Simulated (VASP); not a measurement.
# AlRu (Pm-3m) in VASP: further runs

Runs on AlRu. Level: PBEsol. Tasks: electric field gradients.

Program: VASP 6.6.1. These are calculated values, not measurements. Logs are shortened: lines on timing, memory, paths and dates and some standing lists are left out, and cuts for length are marked.

### Step 1. The cell of the first run

The structure is cubic, space group Pm-3m (No. 221). The conventional cell has a = 2.931 Å, b = 2.931 Å, c = 2.931 Å, α = 90.00°, β = 90.00°, γ = 90.00°. Al (site symmetry m-3m) has 8 Ru at 2.54 Å and 6 Al at 2.93 Å within 3.3 Å. Within 3.3 Å of Ru (site symmetry m-3m) lie 8 Al at 2.54 Å and 6 Ru at 2.93 Å.

### Step 2. Electric field gradients, PBEsol (volume scaled by 0.94)

File INCAR:

```
SYSTEM = AlRu
ALGO = Normal
EDIFF = 1E-8
ENCUT = 520
GGA = PS
ISIF = 2
ISMEAR = -1
LASPH = .True.
LCHARG = .False.
LEFG = .True.
LREAL = .False.
LWAVE = .False.
NBANDS = 16
NELM = 100
PREC = Accurate
SIGMA = 0.05
```

File KPOINTS:

```
k-points
0
Gamma
  12 12 12
  0 0 0
```

File POSCAR:

```
AlRu
1.0
    2.9305298028      0.0000000000      0.0000000000
    0.0000000000      2.9305298028      0.0000000000
    0.0000000000      0.0000000000      2.9305298028
Al Ru
1 1
Direct
    0.0000000000      0.0000000000      0.0000000000
    0.5000000000      0.5000000000      0.5000000000
```

Potentials or basis: VASP PAW PBE potentials, release 64 (Al, Ru_pv).

On the command line:

```console
$ cat potpaw_PBE.64/Al/POTCAR potpaw_PBE.64/Ru_pv/POTCAR > POTCAR
$ mpirun -np 1 vasp_std > vasp.out
```

OUTCAR:

```text
SYSTEM = AlRu
   EDIFF = 1E-8
   ENCUT = 520
   GGA = PS
   ISIF = 2
   ISMEAR = -1
   LASPH = .True.
   LREAL = .False.
   NELM = 100
   PREC = Accurate

 ion  position               nearest neighbor table
   1  0.000  0.000  0.000-   2 2.54   2 2.54   2 2.54   2 2.54   2 2.54   2 2.54   2 2.54   2 2.54

   2  0.500  0.500  0.500-   1 2.54   1 2.54   1 2.54   1 2.54   1 2.54   1 2.54   1 2.54   1 2.54

  LATTYP: Found a simple cubic cell.
 ALAT       =     2.9305298028

  Lattice vectors:

 A1 = (   2.9305298028,   0.0000000000,   0.0000000000)
 A2 = (   0.0000000000,   2.9305298028,   0.0000000000)
 A3 = (   0.0000000000,   0.0000000000,   2.9305298028)

Analysis of symmetry for initial positions (statically):
=====================================================================
 Subroutine PRICEL returns:
 Original cell was already a primitive cell.

 Routine SETGRP: Setting up the symmetry group for a
 simple cubic supercell.

 Subroutine GETGRP returns: Found 48 space group operations
 (whereof 48 operations were pure point group operations)
 out of a pool of 48 trial point group operations.

The static configuration has the point symmetry O_h .

Analysis of symmetry for dynamics (positions and initial velocities):
=====================================================================
 Subroutine PRICEL returns:
 Original cell was already a primitive cell.

 Routine SETGRP: Setting up the symmetry group for a
 simple cubic supercell.

 Subroutine GETGRP returns: Found 48 space group operations
 (whereof 48 operations were pure point group operations)
 out of a pool of 48 trial point group operations.

The dynamic configuration has the point symmetry O_h .

 Subroutine INISYM returns: Found 48 space group operations
 (whereof 48 operations are pure point group operations),
 and found     1 'primitive' translations

----------------------------------------------------------------------------------------

                                     Primitive cell

  volume of cell :      25.1674

  direct lattice vectors                    reciprocal lattice vectors
     2.930529803  0.000000000  0.000000000     0.341235226  0.000000000  0.000000000
     0.000000000  2.930529803  0.000000000     0.000000000  0.341235226  0.000000000
     0.000000000  0.000000000  2.930529803     0.000000000  0.000000000  0.341235226

  length of vectors
     2.930529803  2.930529803  2.930529803     0.341235226  0.341235226  0.341235226

  position of ions in fractional coordinates (direct lattice)
     0.000000000  0.000000000  0.000000000
     0.500000000  0.500000000  0.500000000

  ion indices of the primitive-cell ions
   primitive index   ion index
                 1           1
                 2           2

----------------------------------------------------------------------------------------

 KPOINTS: k-points

Automatic generation of k-mesh.
 Grid dimensions read from file:
 generate k-points for:   12   12   12

 Generating k-lattice:

  Cartesian coordinates                     Fractional coordinates (reciprocal lattice)
     0.028436269  0.000000000  0.000000000     0.083333333  0.000000000  0.000000000
     0.000000000  0.028436269  0.000000000     0.000000000  0.083333333  0.000000000
     0.000000000  0.000000000  0.028436269     0.000000000  0.000000000  0.083333333

  Length of vectors
     0.028436269  0.028436269  0.028436269

  Shift w.r.t. Gamma in fractional coordinates (k-lattice)
     0.000000000  0.000000000  0.000000000

 Subroutine IBZKPT returns following result:
 ===========================================

 Found     84 irreducible k-points:

 Following reciprocal coordinates:
            Coordinates               Weight
  0.000000  0.000000  0.000000      1.000000
  0.083333  0.000000  0.000000      6.000000
  0.166667  0.000000  0.000000      6.000000
  0.250000  0.000000  0.000000      6.000000
  0.333333  0.000000  0.000000      6.000000
  0.416667  0.000000  0.000000      6.000000
[... 16 lines left out ...]
  0.333333  0.333333  0.000000     12.000000
  0.416667  0.333333  0.000000     24.000000
 [... further k-points ...]
   k-points           NKPTS =     84   k-points in BZ     NKDIM =     84   number of bands    NBANDS=     16
   number of dos      NEDOS =    301   number of ions     NIONS =      2
   total plane-waves  NPLWV =  13824
   dimension x,y,z NGX =    24 NGY =   24 NGZ =   24
   dimension x,y,z NGXF=    48 NGYF=   48 NGZF=   48
   ions per type =               1   1
   NGX,Y,Z   is equivalent  to a cutoff of  13.61, 13.61, 13.61 a.u.
   NGXF,Y,Z  is equivalent  to a cutoff of  27.23, 27.23, 27.23 a.u.
 SYSTEM =  AlRu
   PREC   = accura    normal or accurate (medium, high low for compatibility)
   ISTART =      0    job   : 0-new  1-cont  2-samecut
   ICHARG =      2    charge: 1-file 2-atom 10-const
   ISPIN  =      1    spin polarized calculation?
   LNONCOLLINEAR =      F non collinear calculations
   LSORBIT =      F    spin-orbit coupling
   LASPH  =      T    aspherical Exc in radial PAW
   ENCUT  =  520.0 eV  38.22 Ry    6.18 a.u.   5.45  5.45  5.45*2*pi/ulx,y,z
   NELM   =    100;   NELMIN=  2; NELMDL= -5     # of ELM steps
   EDIFF  = 0.1E-07   stopping-criterion for ELM
   LREAL  =      F    real-space projection
   EDIFFG = 0.1E-06   stopping-criterion for IOM
   NSW    =      0    number of steps for IOM
   IBRION =     -1    ionic relax: 0-MD 1-quasi-New 2-CG
   NFREE  =      0    steps in history (QN), initial steepest desc. (CG)
   ISIF   =      2    stress and relaxation
   ISYM   =      2    0-nonsym 1-usesym 2-fastsym
   POTIM  = 0.5000    time-step for ionic-motion
   TEBEG  =    0.0;   TEEND  =   0.0 temperature during run
   PSTRESS=    0.0 pullay stress
   NELECT =      17.0000    total number of electrons
   NUPDOWN=      -1.0000    fix difference up-down
   EMIN   =  10.00;   EMAX   =-10.00  energy-range for DOS
   EFERMI =   0.00;   METHOD = LEGACY
   ISMEAR =    -1;   SIGMA  =   0.05  broadening in eV -4-tet -1-fermi 0-gaus
   EFERMI_NEDOS =   21; number of points for ismear=-14 and -15
   IALGO  =     38    algorithm
   IMIX   =      4    mixing-type and parameters
     AMIX     =   0.40;   BMIX     =  1.00
     AMIX_MAG =   1.60;   BMIX_MAG =  1.00
  volume/ion in A,a.u.               =      12.58        84.92
  Fermi-wavevector in a.u.,A,eV,Ry     =   1.436410  2.714421 28.072531  2.063273
  Thomas-Fermi vector in A             =   2.555601
   LORBIT       =      0    0 simple, 1 ext, 2 COOP (PROOUT), +10 PAW based schemes
   GGA     = PS    functional components
   LHFCALC =     F    Hartree Fock is set to
   AEXX    =    0.0000 exact exchange contribution
   IVDW    =     0    specifies the selected vdW correction
   LEPSILON=     F    determine dielectric tensor
   LRPA    =     F    only Hartree local field effects (RPA)
 non-spin polarized calculation
  energy-cutoff  :      520.00
  volume of cell :       25.17
 maximum number of plane-waves:       703
 NGX is ok and might be reduce to    24
   NGX = 11   NGY = 11   NGZ = 11

 number of electron      17.0000003 magnetization

 Free energy of the ion-electron system (eV)
  ---------------------------------------------------
  ext. energy  EPLUGINS =         0.00000000
  ---------------------------------------------------
  free energy    TOTEN  =       -15.49172742 eV

  energy without entropy =      -15.48099708  energy(sigma->0) =      -15.48636225

 E-fermi :  11.4909     XC(G=0): -13.0094

 val. band max:       11.4771291756   @ k =   0.4167   0.3333   0.1667
 cond. band min:      11.4917547773   @ k =   0.0833   0.0833   0.0000
 fundamental gap:      0.0146256017
 Fermi energy:        11.4909365262

 k-point     1 :       0.0000    0.0000    0.0000
  band No.  band energies     occupation
      1     -30.2376      2.00000
      2     -30.2376      2.00000
      3     -30.2376      2.00000
      4       1.4427      2.00000
      5       7.5520      2.00000
      6       7.5520      2.00000
[... 8 lines left out ...]
     15      23.4819      0.00000
     16      27.7816      0.00000

 k-point     2 :       0.0833    0.0000    0.0000
  band No.  band energies     occupation
      1     -30.2557      2.00000
      2     -30.2361      2.00000
      3     -30.2361      2.00000
      4       1.5839      2.00000
      5       7.6028      2.00000
      6       7.6078      2.00000
[... 8 lines left out ...]
     15      23.4839      0.00000
     16      28.1995      0.00000
[... 387 lines left out ...]
      5       7.3478      2.00000
      6       9.1838      2.00000
[... 8 lines left out ...]
     15      24.5999      0.00000
     16      26.8265      0.00000

 k-point    24 :       0.4167    0.3333    0.0000
  band No.  band energies     occupation
      1     -30.4603      2.00000
      2     -30.4079      2.00000
      3     -30.1988      2.00000
      4       5.1926      2.00000
      5       7.2966      2.00000
      6       9.4455      2.00000
[... 8 lines left out ...]
     15      24.2960      0.00000
     16      27.2672      0.00000

 [... further k-points ...]
[... 5 lines left out ...]
  --------------------------------------------------------------------------------------
  -------------------------------------------------------------------------------------
  Total        1.7719318      1.7719318      1.7719318      0.0000000     -0.0000000      0.0000000
  in kB      112.8026154    112.8026154    112.8026154      0.0000000     -0.0000000      0.0000000
  external PRESSURE =     112.8026154 kB  Pullay stress =       0.0000000 kB

 VOLUME and BASIS-vectors are now :
 -----------------------------------------------------------------------------
  energy-cutoff  :      520.00
  volume of cell :       25.17
      direct lattice vectors                 reciprocal lattice vectors
     2.930529803  0.000000000  0.000000000     0.341235226  0.000000000  0.000000000
     0.000000000  2.930529803  0.000000000     0.000000000  0.341235226  0.000000000
     0.000000000  0.000000000  2.930529803     0.000000000  0.000000000  0.341235226

 POSITION                                       TOTAL-FORCE (eV/Angst)
 -----------------------------------------------------------------------------------
      0.00000      0.00000      0.00000         0.000000      0.000000      0.000000
      1.46526      1.46526      1.46526         0.000000      0.000000      0.000000
 -----------------------------------------------------------------------------------
    total drift:                                0.000000     -0.000000     -0.000000

  FREE ENERGIE OF THE ION-ELECTRON SYSTEM (eV)
  ---------------------------------------------------
  free  energy   TOTEN  =       -15.4917274227 eV

  energy  without entropy=      -15.4809970842  energy(sigma->0) =      -15.48636225

 Electric field gradients (V/A^2)
---------------------------------------------------------------------
 ion       V_xx      V_yy      V_zz      V_xy      V_xz      V_yz
---------------------------------------------------------------------
   1      -0.000    -0.000     0.000     0.000    -0.000    -0.000
   2      -0.000    -0.000    -0.000    -0.000    -0.000     0.000
---------------------------------------------------------------------

 Electric field gradients after diagonalization (V/A^2)
 (convention: |V_zz| > |V_xx| > |V_yy|)
----------------------------------------------------------------------
 ion       V_xx      V_yy      V_zz     asymmetry (V_yy - V_xx)/ V_zz
----------------------------------------------------------------------
   1      -0.000    -0.000     0.000       0.005
   2      -0.000    -0.000    -0.000      -0.208
----------------------------------------------------------------------

           NMR quadrupolar parameters

 Cq : quadrupolar parameter    Cq=e*Q*V_zz/h
 eta: asymmetry parameters     (V_yy - V_xx)/ V_zz
 Q  : nuclear electric quadrupole moment in mb (millibarn)
----------------------------------------------------------------------
 ion       Cq(MHz)       eta       Q (mb)
----------------------------------------------------------------------
   1       0.000       0.005       1.000
   2      -0.000      -0.208       1.000
----------------------------------------------------------------------
```

Run time: 26 s. Hardware: 1 thread of Intel Xeon Platinum 8259CL at 2.50GHz (Skylake/Cascade Lake), shared host; peak memory 0.16 GiB.

Results:

| Property | Result |
| --- | --- |
| Free energy | -15.4917 eV |
| Pressure | 11.3 GPa |

Caveat: without QUAD_EFG the Cq values of the log hold for a quadrupole moment of 1 mb, not for the nuclei; the PAW data sets were made with another functional, which shifts forces and pressure a little.

### Step 3. Electric field gradients, PBEsol (volume scaled by 0.96)

File INCAR:

```
PREC = Accurate
ENCUT = 520
EDIFF = 1E-8
ISMEAR = -1
SIGMA = 0.05
LREAL = False
LASPH = True
NELM = 100
ALGO = Normal
ISIF = 2
LWAVE = False
LCHARG = False
GGA = PS
LEFG = True
NBANDS = 16
```

File KPOINTS:

```
regular mesh
0
Gamma
  12 12 12
```

File POSCAR:

```
AlRu
1.0
    2.9511680166      0.0000000000      0.0000000000
    0.0000000000      2.9511680166      0.0000000000
    0.0000000000      0.0000000000      2.9511680166
Al Ru
1 1
Direct
    0.0000000000      0.0000000000      0.0000000000
    0.5000000000      0.5000000000      0.5000000000
```

Potentials or basis: VASP PAW PBE potentials, release 64 (Al, Ru_pv).

On the command line:

```console
$ cat potpaw_PBE.64/Al/POTCAR potpaw_PBE.64/Ru_pv/POTCAR > POTCAR
$ mpirun -np 1 vasp_std > vasp.out
```

OUTCAR:

```text
PREC = Accurate
   ENCUT = 520
   EDIFF = 1E-8
   ISMEAR = -1
   LREAL = False
   LASPH = True
   NELM = 100
   ISIF = 2
   GGA = PS

 ion  position               nearest neighbor table
   1  0.000  0.000  0.000-   2 2.56   2 2.56   2 2.56   2 2.56   2 2.56   2 2.56   2 2.56   2 2.56

   2  0.500  0.500  0.500-   1 2.56   1 2.56   1 2.56   1 2.56   1 2.56   1 2.56   1 2.56   1 2.56

  LATTYP: Found a simple cubic cell.
 ALAT       =     2.9511680166

  Lattice vectors:

[... 670 lines left out ...]
  ---------------------------------------------------
  free  energy   TOTEN  =       -15.5204952046 eV

  energy  without entropy=      -15.5093743549  energy(sigma->0) =      -15.51493478

 Electric field gradients (V/A^2)
---------------------------------------------------------------------
 ion       V_xx      V_yy      V_zz      V_xy      V_xz      V_yz
---------------------------------------------------------------------
   1      -0.000     0.000    -0.000     0.000    -0.000     0.000
   2      -0.000    -0.000    -0.000     0.000    -0.000    -0.000
---------------------------------------------------------------------

 Electric field gradients after diagonalization (V/A^2)
 (convention: |V_zz| > |V_xx| > |V_yy|)
----------------------------------------------------------------------
 ion       V_xx      V_yy      V_zz     asymmetry (V_yy - V_xx)/ V_zz
----------------------------------------------------------------------
   1      -0.000     0.000    -0.000      -0.492
   2      -0.000    -0.000    -0.000      -0.115
----------------------------------------------------------------------

           NMR quadrupolar parameters

 Cq : quadrupolar parameter    Cq=e*Q*V_zz/h
 eta: asymmetry parameters     (V_yy - V_xx)/ V_zz
 Q  : nuclear electric quadrupole moment in mb (millibarn)
----------------------------------------------------------------------
 ion       Cq(MHz)       eta       Q (mb)
----------------------------------------------------------------------
   1      -0.000      -0.492       1.000
   2      -0.000      -0.115       1.000
----------------------------------------------------------------------
```

OSZICAR:

```text
N       E                     dE             d eps       ncg     rms          rms(c)
DAV:   1     0.112506416873E+03    0.11251E+03   -0.91397E+03  2768   0.987E+02
DAV:   2    -0.145006732292E+02   -0.12701E+03   -0.12107E+03  3128   0.293E+02
DAV:   3    -0.163121597133E+02   -0.18115E+01   -0.18061E+01  3496   0.365E+01
DAV:   4    -0.163242888567E+02   -0.12129E-01   -0.12118E-01  3288   0.315E+00
DAV:   5    -0.163244546852E+02   -0.16583E-03   -0.16562E-03  3312   0.351E-01    0.144E+01
DAV:   6    -0.156116011013E+02    0.71285E+00   -0.25934E+00  2960   0.175E+01    0.246E+00
DAV:   7    -0.155395847769E+02    0.72016E-01   -0.17980E-01  2840   0.479E+00    0.227E+00
DAV:   8    -0.155207073722E+02    0.18877E-01   -0.17118E-02  3136   0.960E-01    0.213E-01
DAV:   9    -0.155205078970E+02    0.19948E-03   -0.27068E-04  3344   0.130E-01    0.139E-01
DAV:  10    -0.155204966070E+02    0.11290E-04   -0.19448E-05  3088   0.466E-02    0.749E-03
DAV:  11    -0.155204955581E+02    0.10489E-05   -0.74686E-07  3448   0.951E-03    0.459E-03
DAV:  12    -0.155204952058E+02    0.35229E-06   -0.25590E-08  3184   0.160E-03    0.274E-04
DAV:  13    -0.155204952046E+02    0.11983E-08   -0.49347E-10  1848   0.215E-04
   1 F= -.15520495E+02 E0= -.15514935E+02  d E =-.111208E-01
```

It took 29 s on 1 thread of Intel Xeon Platinum 8259CL at 2.50GHz (Skylake/Cascade Lake), shared host; peak memory 0.16 GiB.

What came out:

| Property | Result |
| --- | --- |
| Free energy | -15.5205 eV |
| Pressure | 5.9 GPa |

Caveat: without QUAD_EFG the Cq values of the log hold for a quadrupole moment of 1 mb, not for the nuclei; the PAW data sets were made with another functional, which shifts forces and pressure a little.

(Continued in part 2 of 2.)
